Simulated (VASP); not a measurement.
Input of a VASP 6.6.1 run:

The input INCAR:

```
PREC = Accurate ; ENCUT = 520
EDIFF = 1E-6 ; ISMEAR = -1
SIGMA = 0.05 ; LREAL = F
LASPH = T ; NELM = 80
ALGO = Normal ; ISIF = 2
LWAVE = F ; LCHARG = F
GGA = PS ; NBANDS = 21
```

KPOINTS

```
regular mesh
0
Gamma
  9 9 5
```

The input POSCAR:

```
Pb
1.0
    3.5482526220      0.0000000000      0.0000000000
   -1.7741263110      3.0728769098      0.0000000000
    0.0000000000      0.0000000000      5.6996356773
Pb
2
Direct
    0.6666666667      0.3333333333      0.7500000000
    0.3333333333      0.6666666667      0.2500000000
```

Potentials or basis: VASP PAW PBE potentials, release 64 (Pb_d).

The run is started by

```sh
$ cat potpaw_PBE.64/Pb_d/POTCAR > POTCAR
$ mpirun -np 1 vasp_std > vasp.out
```

**Question.** What does it give for the pressure?

**Answer.** -1.5 GPa.

**Question.** Estimate the band gap on the k mesh.

**Answer.** Zero (band 14 reaches 12.22 eV, above the bottom of band 15 at 4.93 eV).

Stress tensor (GPa, compression positive):
```
-2.34  0.00  0.00
 0.00 -2.34  0.00
 0.00  0.00  0.12
```

Caveat: the PAW data sets were made with another functional, which shifts forces and pressure a little; spin-orbit coupling is left out, which moves the levels of the heavy elements.
